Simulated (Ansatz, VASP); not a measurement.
Two plane-wave programs on Sn

```
Sn
1.0
    -1.85346    1.85346    1.89129
     1.85346   -1.85346    1.89129
     1.85346    1.85346   -1.89129
Sn
1
Direct
  0.00000 0.00000 0.00000
```

Change from the starting cell: strain -0.0200 x Voigt [1, 1, 0, 0, 0, 0], atoms carried along.

Alike in both runs: task single point; functional r2SCAN; k mesh 22 × 22 × 22; occupations gaussian, width 0.15 eV; no spin polarisation.

|  | VASP | Ansatz |
| --- | --- | --- |
| version | VASP 6.6.1 | Ansatz 0.2.0 |
| potentials or method | VASP PAW PBE potentials, release 64 (Sn_d), cutoff 520 eV | scalar-relativistic, plane waves, PAW |
| valence electrons in the cell | 14 | 14 |

|  | VASP | Ansatz | Ansatz less VASP |
| --- | --- | --- | --- |
| gap on the k mesh at the Fermi level (eV) | none | none | - |
| pressure (GPa) | 2.0 | 2.0 | -0.03 |

VASP's potentials were made for PBE, not for r2SCAN. A gap of «none» marks a metal or a gap that the smearing closes. The functional is the same, so the differences come from potentials, cutoffs and numerics.
